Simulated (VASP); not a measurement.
# Cr2O3 (R-3c) in VASP: single point with PBE+U

Aim: the single point of Cr2O3 with PBE+U.

All numbers are computed with VASP 6.6.1; they aren't measurements. Logs are shortened: lines on timing, memory, paths and dates and some standing lists are left out, and cuts for length are marked.

## 1. The cell of the first run

The structure is trigonal, space group R-3c (No. 167). Conventional cell: a = 4.815 Å, b = 4.815 Å, c = 13.242 Å, α = 90.00°, β = 90.00°, γ = 120.00°. Within 2.5 Å of Cr (site symmetry 3) lie 6 O at 1.90 to 1.97 Å. O (site symmetry 2) has 4 Cr at 1.90 to 1.97 Å within 2.5 Å.

## 2. Single point, PBE+U, collinear spin, ferromagnetic start

INCAR reads:

```
SYSTEM = Cr2O3
PREC     = Accurate       ! precision mode
ENCUT    = 520            ! plane-wave cutoff, eV
EDIFF    = 1E-6           ! SCF threshold, eV
ISMEAR   = -1             ! smearing method
SIGMA    = 0.05           ! smearing width, eV
LREAL    = .False.        ! projectors in reciprocal space
LASPH    = .True.         ! aspherical terms in the spheres
NELM     = 150            ! most SCF steps
ALGO     = Normal         ! electronic algorithm
ISIF     = 2              ! what is computed and relaxed
LWAVE    = .False.        ! write WAVECAR
LCHARG   = .False.        ! write CHGCAR
ISPIN    = 2              ! spin polarisation
MAGMOM   = 3 3 3 3 0 0 0 0 0 0 ! initial moments
LORBIT   = 11             ! projections on sites
LMAXMIX  = 4              ! l up to which the mixer works
LDAU     = .True.         ! DFT+U
LDAUTYPE = 2            
LDAUL    = 2 -1           ! shell
LDAUU    = 3.7 0          ! U, eV
LDAUJ    = 0 0          
LDAUPRINT= 1            
GGA      = PE             ! functional
NBANDS   = 57             ! bands
```

KPOINTS reads:

```
Automatic mesh
0
Gamma
  4 4 4
  0 0 0
```

POSCAR reads:

```
Cr2O3
1.0
    2.4076009700      1.3900290700      4.4140000000
   -2.4076009700      1.3900290700      4.4140000000
    0.0000000000     -2.7800581400      4.4140000000
Cr O
4 6
Direct
    0.8469000000      0.8469000000      0.8469000000
    0.6531000000      0.6531000000      0.6531000000
    0.1531000000      0.1531000000      0.1531000000
    0.3469000000      0.3469000000      0.3469000000
    0.0606000000      0.4394000000      0.7500000000
    0.7500000000      0.0606000000      0.4394000000
    0.4394000000      0.7500000000      0.0606000000
    0.9394000000      0.5606000000      0.2500000000
    0.2500000000      0.9394000000      0.5606000000
    0.5606000000      0.2500000000      0.9394000000
```

Potentials or basis: VASP PAW PBE potentials, release 64 (Cr_pv, O).

Run with:

```sh
cat potpaw_PBE.64/Cr_pv/POTCAR potpaw_PBE.64/O/POTCAR > POTCAR
mpirun -np 1 vasp_std > vasp.out
```

OUTCAR:

```text
SYSTEM = Cr2O3
   PREC = Accurate
   ENCUT = 520
   EDIFF = 1E-6
   ISMEAR = -1
   LREAL = .False.
   LASPH = .True.
   NELM = 150
   ISIF = 2
   ISPIN = 2
   LORBIT = 11
   GGA = PE

 ion  position               nearest neighbor table
   1  0.847  0.847  0.847-  10 1.90   8 1.90   9 1.90   5 1.97   7 1.97   6 1.97   2 2.57   3 2.80
                             3 2.80   3 2.80
   2  0.653  0.653  0.653-   9 1.90   8 1.90  10 1.90   5 1.97   7 1.97   6 1.97   1 2.57   4 2.80
                             4 2.80   4 2.80
   3  0.153  0.153  0.153-   7 1.90   5 1.90   6 1.90   8 1.97   9 1.97  10 1.97   4 2.57   1 2.80
                             1 2.80   1 2.80
   4  0.347  0.347  0.347-   6 1.90   5 1.90   7 1.90   8 1.97   9 1.97  10 1.97   3 2.57   2 2.80
                             2 2.80   2 2.80
   5  0.061  0.439  0.750-   3 1.90   4 1.90   1 1.97   2 1.97
   6  0.750  0.061  0.439-   4 1.90   3 1.90   1 1.97   2 1.97
   7  0.439  0.750  0.061-   3 1.90   4 1.90   1 1.97   2 1.97
   8  0.939  0.561  0.250-   1 1.90   2 1.90   3 1.97   4 1.97
   9  0.250  0.939  0.561-   2 1.90   1 1.90   3 1.97   4 1.97
  10  0.561  0.250  0.939-   1 1.90   2 1.90   3 1.97   4 1.97

  LATTYP: Found a trigonal (rhomboedric) cell.
 ALAT       =     5.2165236745
 COS(alpha) =     0.5739734647

  Lattice vectors:

 A1 = (   2.4076009700,   1.3900290700,   4.4140000000)
 A2 = (  -2.4076009700,   1.3900290700,   4.4140000000)
 A3 = (   0.0000000000,  -2.7800581400,   4.4140000000)

Analysis of symmetry for initial positions (statically):
=====================================================================
 Subroutine PRICEL returns:
 Original cell was already a primitive cell.

 Routine SETGRP: Setting up the symmetry group for a
 trigonal (rhombohedral) supercell.

 Subroutine GETGRP returns: Found 12 space group operations
 (whereof  6 operations were pure point group operations)
 out of a pool of 12 trial point group operations.

The static configuration has the point symmetry S_6 .
 The point group associated with its full space group is D_3d.

Analysis of symmetry for dynamics (positions and initial velocities):
=====================================================================
 Subroutine PRICEL returns:
 Original cell was already a primitive cell.

 Routine SETGRP: Setting up the symmetry group for a
 trigonal (rhombohedral) supercell.

 Subroutine GETGRP returns: Found 12 space group operations
 (whereof  6 operations were pure point group operations)
 out of a pool of 12 trial point group operations.

The dynamic configuration has the point symmetry S_6 .
 The point group associated with its full space group is D_3d.

Analysis of structural, dynamic, and magnetic symmetry:
=====================================================================
 Subroutine PRICEL returns:
 Original cell was already a primitive cell.

 Routine SETGRP: Setting up the symmetry group for a
 trigonal (rhombohedral) supercell.

 Subroutine GETGRP returns: Found 12 space group operations
 (whereof  6 operations were pure point group operations)
 out of a pool of 12 trial point group operations.

The overall configuration has the point symmetry S_6 .
 The point group associated with its full space group is D_3d.

 Subroutine INISYM returns: Found 12 space group operations
 (whereof  6 operations are pure point group operations),
 and found     1 'primitive' translations

----------------------------------------------------------------------------------------

                                     Primitive cell

  volume of cell :      88.6323

  direct lattice vectors                    reciprocal lattice vectors
     2.407600970  1.390029070  4.414000000     0.207675610  0.119901569  0.075517293
    -2.407600970  1.390029070  4.414000000    -0.207675610  0.119901569  0.075517293
     0.000000000 -2.780058140  4.414000000     0.000000000 -0.239803138  0.075517293

  length of vectors
[... 115 lines left out ...]
   GGA     = PE    functional components
   LHFCALC =     F    Hartree Fock is set to
   AEXX    =    0.0000 exact exchange contribution
   IVDW    =     0    specifies the selected vdW correction
   LEPSILON=     F    determine dielectric tensor
   LRPA    =     F    only Hartree local field effects (RPA)
 spin polarized calculation
  energy-cutoff  :      520.00
  volume of cell :       88.63
 maximum number of plane-waves:      2407
 NGX is ok and might be reduce to    40
   NGX = 19   NGY = 19   NGZ = 19

atom =   1  type =  1  l = 2

 onsite density matrix

spin component  1
[... 116 lines left out ...]
  o =  0.0555  v =  0.0000  0.0000  0.0000  0.0000  0.0000 -0.1144 -0.0000 -0.0000 -0.5942  0.7961      0.0000  0.0000  0.0000  0.0000  0.0000  0.0000  0.0000  0.0000  0.0000  0.0000
  o =  0.0555  v =  0.0000  0.0000  0.0000  0.0000  0.0000 -0.7961 -0.5942  0.0000  0.0000 -0.1144      0.0000  0.0000  0.0000  0.0000  0.0000  0.0000  0.0000  0.0000  0.0000  0.0000
  o =  0.0657  v =  0.0000  0.0000  0.0000  0.0000  0.0000  0.0000 -0.0000 -1.0000  0.0000 -0.0000      0.0000  0.0000  0.0000  0.0000  0.0000  0.0000  0.0000  0.0000  0.0000  0.0000
  o =  0.2357  v =  0.0000  0.0000  0.0000  0.0000  0.0000  0.0845  0.0000 -0.0000 -0.8043 -0.5882      0.0000  0.0000  0.0000  0.0000  0.0000  0.0000  0.0000  0.0000  0.0000  0.0000
  o =  0.2357  v =  0.0000  0.0000  0.0000  0.0000  0.0000 -0.5882  0.8043 -0.0000  0.0000 -0.0845      0.0000  0.0000  0.0000  0.0000  0.0000  0.0000  0.0000  0.0000  0.0000  0.0000
  o =  0.3398  v =  0.1027 -0.0000  0.0000 -0.8191 -0.5644  0.0000  0.0000  0.0000  0.0000  0.0000      0.0000  0.0000  0.0000  0.0000  0.0000  0.0000  0.0000  0.0000  0.0000  0.0000
  o =  0.3398  v = -0.5644  0.8191  0.0000 -0.0000 -0.1027  0.0000  0.0000  0.0000  0.0000  0.0000      0.0000  0.0000  0.0000  0.0000  0.0000  0.0000  0.0000  0.0000  0.0000  0.0000
  o =  0.9489  v =  0.1466 -0.0000  0.0000  0.5736 -0.8059  0.0000  0.0000  0.0000  0.0000  0.0000      0.0000  0.0000  0.0000  0.0000  0.0000  0.0000  0.0000  0.0000  0.0000  0.0000
  o =  0.9489  v =  0.8059  0.5736 -0.0000  0.0000  0.1466  0.0000  0.0000  0.0000  0.0000  0.0000      0.0000  0.0000  0.0000  0.0000  0.0000  0.0000  0.0000  0.0000  0.0000  0.0000
  o =  0.9611  v = -0.0000 -0.0000 -1.0000  0.0000 -0.0000  0.0000  0.0000  0.0000  0.0000  0.0000      0.0000  0.0000  0.0000  0.0000  0.0000  0.0000  0.0000  0.0000  0.0000  0.0000

 number of electron      84.0000018 magnetization      12.0000247

 Free energy of the ion-electron system (eV)
  ---------------------------------------------------
  ext. energy  EPLUGINS =         0.00000000
  ---------------------------------------------------
  free energy    TOTEN  =       -77.36022076 eV

  energy without entropy =      -77.36022076  energy(sigma->0) =      -77.36022076

 E-fermi :   8.4808     XC(G=0): -12.5628

 val. band max:        7.4101696187   @ k =   0.0000   0.0000   0.0000
 cond. band min:      10.2652741201   @ k =  -0.2500   0.2500   0.0000
 fundamental gap:      2.8551045014
 Fermi energy:         8.4807585099

 spin component 1

 k-point     1 :       0.0000    0.0000    0.0000
  band No.  band energies     occupation
      1     -36.5884      1.00000
      2     -36.5157      1.00000
      3     -36.5108      1.00000
      4     -36.5108      1.00000
      5     -36.4704      1.00000
      6     -36.4704      1.00000
[... 730 lines left out ...]
     53      11.5883      0.00000
     54      11.5883      0.00000
 Fermi energy:         8.4807585099

 spin component 2

 k-point     1 :       0.0000    0.0000    0.0000
  band No.  band energies     occupation
      1     -33.6220      1.00000
      2     -33.5385      1.00000
      3     -33.5385      1.00000
      4     -33.5276      1.00000
      5     -33.4860      1.00000
      6     -33.4860      1.00000
[... 730 lines left out ...]
     53      13.5930      0.00000
     54      13.5930      0.00000
 [bands above 54 left out]

------------------------ aborting loop because EDIFF is reached ----------------------------------------

  FORCE on cell =-STRESS in cart. coord.  units (eV):
  Direction    XX          YY          ZZ          XY          YZ          ZX
  --------------------------------------------------------------------------------------
  -------------------------------------------------------------------------------------
  Total       23.7367714     23.7367715     23.3772413     -0.0000000      0.0000000     -0.0000000
  in kB      429.0819624    429.0819636    422.5828530     -0.0000000      0.0000000     -0.0000000
  external PRESSURE =     426.9155930 kB  Pullay stress =       0.0000000 kB

 VOLUME and BASIS-vectors are now :
 -----------------------------------------------------------------------------
  energy-cutoff  :      520.00
  volume of cell :       88.63
      direct lattice vectors                 reciprocal lattice vectors
     2.407600970  1.390029070  4.414000000     0.207675610  0.119901569  0.075517293
    -2.407600970  1.390029070  4.414000000    -0.207675610  0.119901569  0.075517293
     0.000000000 -2.780058140  4.414000000     0.000000000 -0.239803138  0.075517293

 POSITION                                       TOTAL-FORCE (eV/Angst)
 -----------------------------------------------------------------------------------
      0.00000      0.00000     11.21465        -0.000000     -0.000000      0.746048
      0.00000      0.00000      8.64835        -0.000000     -0.000000     -0.746048
      0.00000      0.00000      2.02735        -0.000000     -0.000000     -0.746048
      0.00000      0.00000      4.59365        -0.000000     -0.000000      0.746048
     -0.91200     -1.39003      5.51750        -0.306503     -0.000000     -0.000000
      1.65980     -0.09480      5.51750         0.153252     -0.265439     -0.000000
     -0.74780      1.48483      5.51750         0.153252      0.265439     -0.000000
      0.91200      1.39003      7.72450         0.306503     -0.000000     -0.000000
     -1.65980      0.09480      7.72450        -0.153252      0.265439     -0.000000
      0.74780     -1.48483      7.72450        -0.153252     -0.265439     -0.000000
 -----------------------------------------------------------------------------------
    total drift:                               -0.000000     -0.000000      0.000000

  FREE ENERGIE OF THE ION-ELECTRON SYSTEM (eV)
  ---------------------------------------------------
  free  energy   TOTEN  =       -77.3602207622 eV

  energy  without entropy=      -77.3602207622  energy(sigma->0) =      -77.36022076

 total charge

# of ion       s       p       d       tot
------------------------------------------
    1        0.336   6.430   4.149  10.914
    2        0.336   6.430   4.149  10.914
    3        0.336   6.430   4.149  10.914
    4        0.336   6.430   4.149  10.914
    5        1.560   3.584   0.000   5.144
    6        1.560   3.584   0.000   5.144
    7        1.560   3.584   0.000   5.144
    8        1.560   3.584   0.000   5.144
    9        1.560   3.584   0.000   5.144
   10        1.560   3.584   0.000   5.144
--------------------------------------------------
tot         10.702  47.226  16.596  74.524

 magnetization (x)

# of ion       s       p       d       tot
------------------------------------------
    1        0.025   0.035   2.884   2.945
    2        0.025   0.035   2.884   2.945
    3        0.025   0.035   2.884   2.945
    4        0.025   0.035   2.884   2.945
    5       -0.004  -0.015   0.000  -0.019
    6       -0.004  -0.015   0.000  -0.019
    7       -0.004  -0.015   0.000  -0.019
    8       -0.004  -0.015   0.000  -0.019
    9       -0.004  -0.015   0.000  -0.019
   10       -0.004  -0.015   0.000  -0.019
--------------------------------------------------
tot          0.076   0.051  11.537  11.663
```

Run time: 2.6 min. Hardware: 1 thread of Intel Xeon Platinum 8375C at 2.90GHz (Ice Lake), shared host; peak memory 0.32 GiB.

What came out:

```
Free energy                                           : -77.3602 eV
Pressure                                              : 42.7 GPa
Largest force                                         : 0.746 eV/Å
Band gap on the k mesh                                : 2.86 eV, indirect (least direct gap 2.97 eV)
Net moment                                            : 12.00 μB per cell
Site moments                                          : Cr +2.94; O -0.02 μB
Valence electrons inside the program's atomic spheres : Cr 10.91; O 5.14
```

Forces on the atoms (eV/Å):
```
Cr   0.000  0.000  0.746
Cr   0.000  0.000 -0.746
Cr   0.000  0.000 -0.746
Cr   0.000  0.000  0.746
O   -0.307  0.000  0.000
O    0.153 -0.265  0.000
O    0.153  0.265  0.000
O    0.307  0.000  0.000
O   -0.153  0.265  0.000
O   -0.153 -0.265  0.000
```

Stress tensor (GPa, compression positive):
```
42.91  0.00  0.00
 0.00 42.91  0.00
 0.00  0.00 42.26
```

Levels at points of the mesh, in eV from the valence-band top:
Spin up:
| k point | band 44 | band 45 | band 46 | band 47 | band 48 | band 49 | band 50 | band 51 | band 52 | band 53 |
| --- | --- | --- | --- | --- | --- | --- | --- | --- | --- | --- |
| (0.00, 0.00, 0.00) | -1.35 | -0.36 | -0.11 | -0.11 | 0.00 | 2.97 | 2.97 | 3.08 | 3.08 | 4.80 |
| (0.50, 0.00, 0.00) | -0.89 | -0.54 | -0.54 | -0.45 | -0.45 | 3.53 | 3.53 | 3.75 | 3.75 | 3.96 |
| (0.50, 0.50, 0.00) | -0.89 | -0.62 | -0.35 | -0.25 | -0.19 | 2.89 | 3.11 | 3.16 | 3.59 | 3.95 |
| (0.50, 0.50, 0.50) | -0.81 | -0.58 | -0.58 | -0.58 | -0.58 | 3.64 | 3.64 | 3.64 | 3.64 | 4.18 |
Spin down:
```tsv
k point	band 34	band 35	band 36	band 37	band 38	band 39
(0.00, 0.00, 0.00)	-1.77	-1.77	-1.68	3.05	3.62	3.62
(0.50, 0.00, 0.00)	-2.91	-1.94	-1.94	3.14	3.14	4.03
(0.50, 0.50, 0.00)	-2.73	-2.48	-1.94	2.97	3.28	3.44
(0.50, 0.50, 0.50)	-2.45	-2.45	-2.45	4.17	4.17	4.17
```

Eigenvalues of the final occupation matrices:
| site | spin | trace | eigenvalues |
| --- | --- | --- | --- |
| site 1 d | 1 | 3.54 | 0.34 0.34 0.95 0.95 0.96 |
| site 1 d | 2 | 0.65 | 0.06 0.06 0.07 0.24 0.24 |
| site 2 d | 1 | 3.54 | 0.34 0.34 0.95 0.95 0.96 |
| site 2 d | 2 | 0.65 | 0.06 0.06 0.07 0.24 0.24 |
| site 3 d | 1 | 3.54 | 0.34 0.34 0.95 0.95 0.96 |
| site 3 d | 2 | 0.65 | 0.06 0.06 0.07 0.24 0.24 |
| site 4 d | 1 | 3.54 | 0.34 0.34 0.95 0.95 0.96 |
| site 4 d | 2 | 0.65 | 0.06 0.06 0.07 0.24 0.24 |

Caveat: only a ferromagnetic start was run, and an antiferromagnetic order may lie lower in energy. A k mesh can miss the band edges.
